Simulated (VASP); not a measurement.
**Eu: single point with PBE**

Crystal: Eu.

```
Eu
1.0
    -2.21716    2.21716    2.21716
     2.21716   -2.21716    2.21716
     2.21716    2.21716   -2.21716
Eu
1
Direct
  0.00000 0.00000 0.00000
```

```
Program                : VASP 6.6.1
Task                   : single point
Functional             : PBE
Potentials or basis    : VASP PAW PBE potentials, release 64 (Eu)
Cutoff                 : 520 eV
k mesh                 : 6 × 6 × 6
Occupations            : gaussian, width 0.05 eV
Spin                   : collinear spin, ferromagnetic start
Starting moments       : [7.88] μB
Dipole correction      : no
Further INCAR settings : ALGO = Normal; EDIFF = 1e-07; NBANDS = 18
```

```
Pressure                                              : -0.7 GPa
Net moment                                            : 7.51 μB per cell
Site moments                                          : Eu +6.73 μB
Valence electrons inside the program's atomic spheres : Eu 14.74
```

Levels at points of the mesh, in eV from the Fermi level:
Spin up:
```csv
k point,band 9,band 10,band 11,band 12,band 13,band 14,band 15,band 16
"(0.00, 0.00, 0.00)",-0.40,-0.40,-0.40,-0.35,1.72,1.72,1.72,3.35
"(0.50, 0.00, 0.00)",-0.42,-0.40,-0.40,-0.38,0.36,0.61,3.25,3.96
"(0.50, 0.50, 0.50)",-0.51,-0.51,-0.35,-0.35,-0.35,4.71,4.71,4.71
```
Spin down:
```csv
k point,band 2,band 3,band 4,band 5,band 6,band 7,band 8,band 9
"(0.00, 0.00, 0.00)",-17.93,-17.93,-17.93,-3.51,2.76,2.76,2.76,3.98
"(0.50, 0.00, 0.00)",-18.42,-18.09,-17.93,-0.86,1.33,1.55,3.92,4.21
"(0.50, 0.50, 0.50)",-18.27,-18.27,-18.27,-0.19,-0.19,3.94,3.94,3.94
```

It took 25 s on 1 thread of Intel(R) Xeon(R) 6975P-C (Granite Rapids) (shared host), peak memory 0.2 GiB.

Caveat: spin-orbit coupling is left out, which moves the levels of the heavy elements; semilocal functionals describe open f shells poorly, which spoils levels, moments and volumes. The state reached can hang on the start; a lower one may exist.
